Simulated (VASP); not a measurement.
# SiBF (Pmmm) in VASP: a series of runs, part 2 of 2

VASP 6.6.1. Earlier steps stand in the parts before.

### 3 Single point, PBE

This run uses another cell than the first one, of 12.32 Å³/atom.

Input file INCAR:

```
SYSTEM = SiBF
PREC = Accurate ; ENCUT = 520
EDIFF = 1E-6 ; ISMEAR = 0
SIGMA = 0.1 ; LREAL = .FALSE.
LASPH = .TRUE. ; NELM = 80
ALGO = Normal ; ISIF = 2
LWAVE = .FALSE. ; LCHARG = .TRUE.
GGA = PE ; LELF = .TRUE.
LVHAR = .TRUE. ; NBANDS = 14
```

Input file KPOINTS:

```
Automatic mesh
0
G
  8 6 4
  0 0 0
```

Input file POSCAR:

```
SiBF
1.0
    4.1104742435      0.0000000000      0.0000000000
    0.0000000000      3.9839664867      0.0000000000
    0.0000000000      0.0000000000      2.2564678691
Si B F
1 1 1
Direct
    0.0000000000      0.5000000000      0.0000000000
    0.5000000000      0.0000000000      0.0000000000
    0.0000000000      0.0000000000      0.0000000000
```

Potentials or basis: VASP PAW PBE potentials, release 64 (Si, B, F).

Launch:

```bash
cat potpaw_PBE.64/Si/POTCAR potpaw_PBE.64/B/POTCAR potpaw_PBE.64/F/POTCAR > POTCAR
mpirun -np 1 vasp_std > vasp.out
```

OUTCAR:

```text
SYSTEM = SiBF
   PREC = Accurate
   ENCUT = 520
   EDIFF = 1E-6
   ISMEAR = 0
   LREAL = .FALSE.
   LASPH = .TRUE.
   NELM = 80
   ISIF = 2
   GGA = PE

 ion  position               nearest neighbor table
   1  0.000  0.500  0.000-   3 1.99   3 1.99
   2  0.500  0.000  0.000-
   3  0.000  0.000  0.000-   1 1.99   1 1.99

  LATTYP: Found a simple orthorhombic cell.
 ALAT       =     2.2564678691
 B/A-ratio  =     1.7655764309
 C/A-ratio  =     1.8216409371

  Lattice vectors:

 A1 = (   0.0000000000,   0.0000000000,  -2.2564678691)
 A2 = (   0.0000000000,   3.9839664867,   0.0000000000)
 A3 = (   4.1104742435,   0.0000000000,   0.0000000000)

Analysis of symmetry for initial positions (statically):
=====================================================================
 Subroutine PRICEL returns:
 Original cell was already a primitive cell.

 Routine SETGRP: Setting up the symmetry group for a
 simple orthorhombic supercell.

 Subroutine GETGRP returns: Found  8 space group operations
 (whereof  8 operations were pure point group operations)
 out of a pool of  8 trial point group operations.

The static configuration has the point symmetry D_2h.

Analysis of symmetry for dynamics (positions and initial velocities):
=====================================================================
 Subroutine PRICEL returns:
 Original cell was already a primitive cell.

 Routine SETGRP: Setting up the symmetry group for a
 simple orthorhombic supercell.

 Subroutine GETGRP returns: Found  8 space group operations
 (whereof  8 operations were pure point group operations)
 out of a pool of  8 trial point group operations.

The dynamic configuration has the point symmetry D_2h.

 Subroutine INISYM returns: Found  8 space group operations
 (whereof  8 operations are pure point group operations),
 and found     1 'primitive' translations

----------------------------------------------------------------------------------------

                                     Primitive cell

  volume of cell :      36.9519

  direct lattice vectors                    reciprocal lattice vectors
     4.110474243  0.000000000  0.000000000     0.243280931  0.000000000  0.000000000
     0.000000000  3.983966487  0.000000000     0.000000000  0.251006128  0.000000000
     0.000000000  0.000000000  2.256467869     0.000000000  0.000000000  0.443170503

  length of vectors
     4.110474243  3.983966487  2.256467869     0.243280931  0.251006128  0.443170503

  position of ions in fractional coordinates (direct lattice)
     0.000000000  0.500000000  0.000000000
     0.500000000  0.000000000  0.000000000
     0.000000000  0.000000000  0.000000000

  ion indices of the primitive-cell ions
   primitive index   ion index
                 1           1
                 2           2
                 3           3

----------------------------------------------------------------------------------------

 KPOINTS: Automatic mesh

Automatic generation of k-mesh.
 Grid dimensions read from file:
 generate k-points for:    8    6    4

 Generating k-lattice:

  Cartesian coordinates                     Fractional coordinates (reciprocal lattice)
     0.030410116  0.000000000  0.000000000     0.125000000  0.000000000  0.000000000
     0.000000000  0.041834355  0.000000000     0.000000000  0.166666667  0.000000000
     0.000000000  0.000000000  0.110792626     0.000000000  0.000000000  0.250000000

[... 38 lines left out ...]
   k-points           NKPTS =     60   k-points in BZ     NKDIM =     60   number of bands    NBANDS=     14
   number of dos      NEDOS =    301   number of ions     NIONS =      3
   total plane-waves  NPLWV =  17280
   dimension x,y,z NGX =    32 NGY =   30 NGZ =   18
   dimension x,y,z NGXF=    64 NGYF=   60 NGZF=   36
   ions per type =               1   1   1
   NGX,Y,Z   is equivalent  to a cutoff of  12.94, 12.52, 13.26 a.u.
   NGXF,Y,Z  is equivalent  to a cutoff of  25.88, 25.04, 26.52 a.u.
 SYSTEM =  SiBF
   PREC   = accura    normal or accurate (medium, high low for compatibility)
   ISTART =      0    job   : 0-new  1-cont  2-samecut
   ICHARG =      2    charge: 1-file 2-atom 10-const
   ISPIN  =      1    spin polarized calculation?
   LNONCOLLINEAR =      F non collinear calculations
   LSORBIT =      F    spin-orbit coupling
   LASPH  =      T    aspherical Exc in radial PAW
   ENCUT  =  520.0 eV  38.22 Ry    6.18 a.u.   7.64  7.41  4.20*2*pi/ulx,y,z
   NELM   =     80;   NELMIN=  2; NELMDL= -5     # of ELM steps
   EDIFF  = 0.1E-05   stopping-criterion for ELM
   LREAL  =      F    real-space projection
   EDIFFG = 0.1E-04   stopping-criterion for IOM
   NSW    =      0    number of steps for IOM
   IBRION =     -1    ionic relax: 0-MD 1-quasi-New 2-CG
   NFREE  =      0    steps in history (QN), initial steepest desc. (CG)
   ISIF   =      2    stress and relaxation
   ISYM   =      2    0-nonsym 1-usesym 2-fastsym
   POTIM  = 0.5000    time-step for ionic-motion
   TEBEG  =    0.0;   TEEND  =   0.0 temperature during run
   PSTRESS=    0.0 pullay stress
   NELECT =      14.0000    total number of electrons
   NUPDOWN=      -1.0000    fix difference up-down
   EMIN   =  10.00;   EMAX   =-10.00  energy-range for DOS
   EFERMI =   0.00;   METHOD = LEGACY
   ISMEAR =     0;   SIGMA  =   0.10  broadening in eV -4-tet -1-fermi 0-gaus
   EFERMI_NEDOS =   21; number of points for ismear=-14 and -15
   IALGO  =     38    algorithm
   IMIX   =      4    mixing-type and parameters
     AMIX     =   0.40;   BMIX     =  1.00
     AMIX_MAG =   1.60;   BMIX_MAG =  1.00
  volume/ion in A,a.u.               =      12.32        83.12
  Fermi-wavevector in a.u.,A,eV,Ry     =   1.184601  2.238570 19.092762  1.403278
  Thomas-Fermi vector in A             =   2.320811
   LORBIT       =      0    0 simple, 1 ext, 2 COOP (PROOUT), +10 PAW based schemes
   GGA     = PE    functional components
   LHFCALC =     F    Hartree Fock is set to
   AEXX    =    0.0000 exact exchange contribution
   IVDW    =     0    specifies the selected vdW correction
   LEPSILON=     F    determine dielectric tensor
   LRPA    =     F    only Hartree local field effects (RPA)
 non-spin polarized calculation
 Gauss-broadening in eV      SIGMA  =   0.10
  energy-cutoff  :      520.00
  volume of cell :       36.95
 maximum number of plane-waves:      1017
 NGX is ok and might be reduce to    32
   NGX = 15   NGY = 15   NGZ =  9

 number of electron      14.0000001 magnetization

 Free energy of the ion-electron system (eV)
  ---------------------------------------------------
  ext. energy  EPLUGINS =         0.00000000
  ---------------------------------------------------
  free energy    TOTEN  =       -12.23374921 eV

  energy without entropy =      -12.23215334  energy(sigma->0) =      -12.23295128

 E-fermi :   5.7074     XC(G=0): -10.4146

 val. band max:        5.6735670390   @ k =   0.5000   0.5000   0.5000
 cond. band min:       5.7489742483   @ k =   0.3750   0.0000   0.5000
 fundamental gap:      0.0754072094
 Fermi energy:         5.7074208176

 k-point     1 :       0.0000    0.0000    0.0000
  band No.  band energies     occupation
      1     -21.1888      2.00000
      2      -4.7068      2.00000
      3      -4.5717      2.00000
      4      -3.6549      2.00000
      5      -0.3981      2.00000
      6       0.9034      2.00000
      7       5.1437      2.00000
      8       5.6293      1.73053
      9      10.5725      0.00000
     10      11.3979      0.00000
     11      11.7489      0.00000
     12      12.7407      0.00000
     13      15.3811      0.00000
     14      19.0201      0.00000
[... 377 lines left out ...]
      1     -20.6810      2.00000
      2      -4.0629      2.00000
      3      -3.9529      2.00000
      4      -2.8112      2.00000
      5      -0.4769      2.00000
      6       1.7450      2.00000
      7       6.3923      0.00000
      8       6.3957      0.00000
      9       8.3213      0.00000
     10      10.5025      0.00000
     11      10.7597      0.00000
     12      11.2759      0.00000
     13      17.5312      0.00000
     14      18.0805      0.00000

 [... further k-points ...]
[... 5 lines left out ...]
  --------------------------------------------------------------------------------------
  -------------------------------------------------------------------------------------
  Total        0.0070682      0.0314732     -0.0337049      0.0000000     -0.0000000      0.0000000
  in kB        0.3064667      1.3646285     -1.4613934      0.0000000     -0.0000000      0.0000000
  external PRESSURE =       0.0699006 kB  Pullay stress =       0.0000000 kB

 VOLUME and BASIS-vectors are now :
 -----------------------------------------------------------------------------
  energy-cutoff  :      520.00
  volume of cell :       36.95
      direct lattice vectors                 reciprocal lattice vectors
     4.110474243  0.000000000  0.000000000     0.243280931  0.000000000  0.000000000
     0.000000000  3.983966487  0.000000000     0.000000000  0.251006128  0.000000000
     0.000000000  0.000000000  2.256467869     0.000000000  0.000000000  0.443170503

 POSITION                                       TOTAL-FORCE (eV/Angst)
 -----------------------------------------------------------------------------------
      0.00000      1.99198      0.00000         0.000000      0.000000      0.000000
      2.05524      0.00000      0.00000         0.000000      0.000000      0.000000
      0.00000      0.00000      0.00000         0.000000      0.000000      0.000000
 -----------------------------------------------------------------------------------
    total drift:                                0.000000     -0.000000     -0.000000

  FREE ENERGIE OF THE ION-ELECTRON SYSTEM (eV)
  ---------------------------------------------------
  free  energy   TOTEN  =       -12.2337492128 eV

  energy  without entropy=      -12.2321533385  energy(sigma->0) =      -12.23295128
```

stdout:

```text
POSCAR found type information on POSCAR SiB F
 POSCAR found :  3 types and       3 ions
 scaLAPACK will be used
 LDA part: xc-table for (Slater+PW92), standard interpolation
 POSCAR, INCAR and KPOINTS ok, starting setup
 FFT: planning ... GRIDC
 FFT: planning ... GRID_SOFT
 FFT: planning ... GRID
 WAVECAR not read
 entering main loop
```

Wall time 42 s (1 thread of Oxide Virtual Turin-like, shared host); peak memory 0.13 GiB.

What came out:

```yaml
Free_energy: -12.2337 eV
Pressure: 0.0 GPa
Band_gap_on_the_k_mesh: zero (bands 7 and 8 overlap by 1.65 eV)
```

Stress tensor (GPa, compression positive):
```
 0.03  0.00  0.00
 0.00  0.14  0.00
 0.00  0.00 -0.15
```

Levels at points of the mesh, in eV from the Fermi level:
```
           k point  band 3  band 4  band 5  band 6  band 7  band 8  band 9  band 10  band 11  band 12
(0.00, 0.00, 0.00)  -10.28   -9.36   -6.11   -4.80   -0.56   -0.08    4.87     5.69     6.04     7.03
(0.50, 0.00, 0.00)  -10.30   -9.40   -4.79   -4.39   -0.81   -0.29    1.11     4.48     9.56    11.19
(0.00, 0.50, 0.00)   -9.17   -7.07   -5.46   -4.80   -1.42   -0.58    1.65     3.38     9.65     9.75
(0.50, 0.50, 0.00)  -10.50   -5.09   -5.03   -4.79   -3.66   -0.95    3.50     4.41     9.62     9.80
(0.00, 0.00, 0.50)   -8.93   -7.95   -3.52   -3.35   -1.53    0.92    3.38     4.03     5.31     5.67
(0.50, 0.00, 0.50)   -8.88   -8.30   -3.18   -2.82   -1.64   -0.33    2.90     4.65     5.49     5.81
(0.00, 0.50, 0.50)   -9.17   -7.89   -4.62   -1.77   -1.21   -0.49    4.00     4.88     6.01     6.73
(0.50, 0.50, 0.50)   -9.00   -8.17   -4.40   -2.43   -0.03    0.73    1.02     3.28     4.08     7.54
```

Caveat: the k points lie up to 0.70 Å⁻¹ apart, too coarse for converged energies and pressures of a metal.
